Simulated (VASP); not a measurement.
Crystal: Sb2Se3 (La2O3 type).

```
Sb Se
1.0
     4.35613    0.00000    0.00000
    -2.17807    3.77252    0.00000
     0.00000    0.00000    6.79557
Sb Se
2 3
Direct
  0.33333 0.66667 0.24500
  0.66667 0.33333 0.75500
  0.00000 0.00000 0.00000
  0.33333 0.66667 0.64500
  0.66667 0.33333 0.35500
```

* Program: VASP 6.6.1
* Task: relaxation of cell and atoms
* Functional: PBE
* Potentials or basis: VASP PAW PBE potentials, release 64 (Sb, Se)
* Cutoff: 600 eV
* k mesh: 8 × 8 × 5
* Occupations: fermi-dirac, width 0.03 eV
* Spin: no spin polarisation

At the start: pressure 19.7 GPa; volume 22.34 Å³/atom.

Problem. Where does the relaxation end?

Solution. Over 60 steps the energy falls by 503.7 meV/atom and the volume is 29.96 Å³/atom (+34.1 %); space group P-3m1 (No. 164, to 0.1 Å) before and after.

Step by step:
```csv
step,energy change (eV),largest force (eV/Å),pressure (GPa),volume (Å³)
1,0.0000,1.8505,19.70,111.68
3,-1.4829,0.1692,-0.23,138.89
5,-1.4893,0.1778,0.03,138.12
7,-1.5358,0.1388,0.17,136.34
9,-1.5624,0.6982,0.51,133.75
11,-1.5778,0.7767,0.51,133.50
13,-1.6271,1.1414,0.66,132.36
15,-1.7543,1.2799,0.60,132.46
17,-1.9241,1.4931,0.35,132.66
19,-2.2048,0.7430,0.60,135.61
21,-2.3854,0.5941,0.69,135.18
23,-2.4463,0.2705,-0.12,139.74
25,-2.4546,0.2037,-0.13,139.88
27,-2.4748,0.4165,0.05,140.94
29,-2.4864,0.2122,0.20,140.69
31,-2.5040,0.0224,0.42,142.45
33,-2.5093,0.0653,-0.24,145.39
35,-2.5131,0.1399,0.00,146.41
37,-2.5152,0.1017,-0.01,147.21
39,-2.5173,0.0348,0.09,148.25
41,-2.5180,0.0183,0.04,148.79
43,-2.5182,0.0046,0.02,149.16
45,-2.5182,0.0068,0.01,149.24
47,-2.5182,0.0060,0.00,149.33
49,-2.5182,0.0080,0.01,149.37
51,-2.5182,0.0251,-0.04,149.79
53,-2.5183,0.0135,-0.02,149.56
55,-2.5183,0.0062,0.03,149.61
57,-2.5183,0.0028,0.01,149.79
59,-2.5183,0.0052,-0.01,149.87
60,-2.5183,0.0034,0.00,149.81
```

Final structure:
```cif
data_structure
_symmetry_space_group_name_H-M 'P 1'
_symmetry_Int_Tables_number 1
_cell_length_a 4.0697
_cell_length_b 4.0697
_cell_length_c 10.4447
_cell_angle_alpha 90.000
_cell_angle_beta 90.000
_cell_angle_gamma 120.000
_cell_volume 149.81
loop_
_atom_site_label
_atom_site_type_symbol
_atom_site_fract_x
_atom_site_fract_y
_atom_site_fract_z
_atom_site_occupancy
Sb1 Sb 0.33333 0.66667 0.18105 1
Sb2 Sb 0.66667 0.33333 0.81895 1
Se1 Se 0.00000 0.00000 0.00000 1
Se2 Se 0.33333 0.66667 0.67016 1
Se3 Se 0.66667 0.33333 0.32984 1
```

Caveat: the volume moved by over 15 % at a fixed basis, so the end points are rough; this functional lacks dispersion, which binds the layers, so the pressure and a relaxed spacing across them are unreliable.
